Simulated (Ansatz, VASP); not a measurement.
## TiB2: VASP beside Ansatz

```
Ti B
1.0
     2.99401    0.00000    0.00000
    -1.49701    2.59289    0.00000
     0.00000    0.00000    3.15907
Ti B
1 2
Cartesian
  0.0000 0.0000 0.0000
  0.0000 1.7286 1.5795
  1.4970 0.8643 1.5795
```

Alike in both runs: functional LDA; k mesh 15 × 15 × 14; occupations gaussian, width 0.1 eV; no spin polarisation.

Ansatz relaxed the structure, and its values are those at the end. VASP's run is a single point on that final structure, the one shown.

|  | VASP | Ansatz |
| --- | --- | --- |
| version | VASP 6.6.1 | Ansatz 0.2.0 |
| potentials or method | VASP PAW LDA potentials, release 64 (Ti_sv, B), cutoff 520 eV | scalar-relativistic, plane waves, PAW |
| valence electrons in the cell | 18 | 18 |

Ansatz gave:

```
gap on the k mesh at the Fermi level (eV) : none
pressure (GPa)                            : 0.0
```

**Question.** Which values does VASP return?

**Answer.** gap on the k mesh at the Fermi level (eV): none; pressure (GPa): 0.6.

LDA's correlation is that of Perdew and Zunger in VASP and of Perdew and Wang (1992) in Ansatz. A gap of «none» marks a metal or a gap that the smearing closes.
